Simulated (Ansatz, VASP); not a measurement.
One calculation of MgO, two programs

```xyz
2
Lattice="0.0000 2.0970 2.0970 2.0970 0.0000 2.0970 2.0970 2.0970 0.0000" Properties=species:S:1:pos:R:3 pbc="T T T"
Mg    0.0000    0.0000    0.0000
O     2.0970    2.0970    2.0970
```

Alike in both runs: task relaxation of cell and atoms; functional PBE; k mesh 8 × 8 × 8; occupations gaussian, width 0.1 eV; no spin polarisation.

|  | VASP | Ansatz |
| --- | --- | --- |
| version | VASP 6.6.1 | Ansatz 0.2.0 |
| potentials or method | VASP PAW PBE potentials, release 64 (Mg, O), cutoff 600 eV | scalar-relativistic, plane waves, PAW |
| valence electrons in the cell | 8 | 16 |

VASP gave:

| Item | Value |
| --- | --- |
| gap on the k mesh at the Fermi level, each at its own relaxed structure (eV) | 4.50 |
| relaxed volume (Å³/atom) | 9.56 |
| relaxed cell length with the largest relative difference (Å) | 3.002 |

Task: Which values does Ansatz return?

Result: gap on the k mesh at the Fermi level, each at its own relaxed structure (eV): 4.46; relaxed volume (Å³/atom): 9.62; relaxed cell length with the largest relative difference (Å): 3.008.

VASP's potentials hold 8 valence electrons a cell and Ansatz's 16, so a difference there can come from the potentials and not from the codes.
